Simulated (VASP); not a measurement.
Here is a VASP 6.6.1 calculation.

File INCAR:

```
SYSTEM = Si3Sn
ALGO     = Normal         ! electronic algorithm
EDIFF    = 1E-6           ! SCF threshold, eV
EDIFFG   = -0.01          ! ionic threshold
ENCUT    = 600            ! plane-wave cutoff, eV
GGA      = PE             ! functional
IBRION   = 2              ! ionic algorithm
ISIF     = 3              ! what is computed and relaxed
ISMEAR   = 0              ! smearing method
LASPH    = .True.         ! aspherical terms in the spheres
LCHARG   = .False.        ! write CHGCAR
LREAL    = .False.        ! projectors in reciprocal space
LWAVE    = .False.        ! write WAVECAR
NELM     = 60             ! most SCF steps
NSW      = 100            ! ionic steps
PREC     = Accurate       ! precision mode
SIGMA    = 0.1            ! smearing width, eV
```

Contents of KPOINTS:

```
k-points
0
Gamma
  12 12 12
  0 0 0
```

The input POSCAR:

```
Si3Sn
1.0
    4.2266898500      0.0000000000      0.0000000000
    0.0000000000      4.2266898500      0.0000000000
    0.0000000000      0.0000000000      4.2266898500
Si Sn
3 1
Direct
    0.5000000000      0.0000000000      0.0000000000
    0.0000000000      0.5000000000      0.0000000000
    0.0000000000      0.0000000000      0.5000000000
    0.5000000000      0.5000000000      0.5000000000
```

Potentials or basis: VASP PAW PBE potentials, release 64 (Si, Sn_d).

Command:

```sh
$ cat potpaw_PBE.64/Si/POTCAR potpaw_PBE.64/Sn_d/POTCAR > POTCAR
$ mpirun -np 1 vasp_std > vasp.out
```

(1) Predict the band gap on the k mesh.

(2) Predict the space group after relaxing (to 0.05 Å).

(3) Estimate the relaxed cell.

(4) Predict the relaxed volume.

Results:

(1) zero (band 13 reaches 10.79 eV, above the bottom of band 14 at 7.95 eV).

(2) Pm-3m (No. 221).

(3) a = 4.204 Å, b = 4.204 Å, c = 4.204 Å, α = 90.00°, β = 90.00°, γ = 90.00°.

(4) 18.57 Å³/atom.

Caveat: spin-orbit coupling is left out, which moves the levels of the heavy elements.
